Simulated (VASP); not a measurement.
A run of VASP 6.6.1 is set up as follows.

Contents of INCAR:

```
SYSTEM = SnTe
PREC = Accurate
ENCUT = 520
EDIFF = 1E-7
ISMEAR = -1
SIGMA = 0.02
LREAL = .FALSE.
LASPH = .TRUE.
NELM = 60
ALGO = Normal
ISIF = 2
LWAVE = .FALSE.
LCHARG = .TRUE.
GGA = PE
LELF = .TRUE.
LVHAR = .TRUE.
NBANDS = 17
```

Contents of KPOINTS:

```
regular mesh
0
G
  8 8 8
  0 0 0
```

Contents of POSCAR:

```
SnTe
1.0
    0.0000000000      3.1316031595      3.1316031595
    3.1316031595      0.0000000000      3.1316031595
    3.1316031595      3.1316031595      0.0000000000
Sn Te
1 1
Direct
    0.0000000000      0.0000000000      0.0000000000
    0.5000000000      0.5000000000      0.5000000000
```

Potentials or basis: VASP PAW PBE potentials, release 64 (Sn_d, Te).

The run is started by

```sh
$ cat potpaw_PBE.64/Sn_d/POTCAR potpaw_PBE.64/Te/POTCAR > POTCAR
$ mpirun -np 1 vasp_std > vasp.out
```

**Question.** What does it give for the pressure?

**Answer.** 3.2 GPa.

**Question.** What does it give for the band gap on the k mesh?

**Answer.** 0.15 eV, direct.

Caveat: the cell differs from its parent crystal (strain -1.8%); spin-orbit coupling is left out, which moves the levels of the heavy elements. A k mesh can miss the band edges.
